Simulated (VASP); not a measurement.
Cr, 1 atom in the cell. The structure is cubic, space group Im-3m (No. 229). Conventional cell: a = 2.884 Å, b = 2.884 Å, c = 2.884 Å, α = 90.00°, β = 90.00°, γ = 90.00°. Cr (site symmetry m-3m) has 14 Cr at 2.50 to 2.88 Å within 3.3 Å. 

```yaml
Program: VASP 6.6.1
Task: single point
Functional: LDA
Potentials_or_basis: VASP PAW LDA potentials, release 64 (Cr_pv)
Cutoff: 500 eV
k_mesh: 14 × 14 × 14
Occupations: gaussian, width 0.05 eV
Spin: collinear spin, ferromagnetic start
Starting_moments: "[1.8] μB"
Fixed_moment: 1.8 μB
Dipole_correction: no
Further_INCAR_settings: ALGO = Normal; EDIFF = 1e-06; NBANDS = 16
```

Potentials or basis: VASP PAW LDA potentials, release 64 (Cr_pv).

Command:

```console
$ cat potpaw_LDA.64/Cr_pv/POTCAR > POTCAR
$ mpirun -np 1 vasp_std > vasp.out
```

Hardware: 1 thread of Intel(R) Xeon(R) 6975P-C (Granite Rapids), on a shared host.

Question: Estimate the wall time of this run.

Answer: Wall time 13 s on 1 thread of Intel(R) Xeon(R) 6975P-C (Granite Rapids), on a shared host, peak memory 0.14 GiB. Counts: scf iterations 13, k points 104.
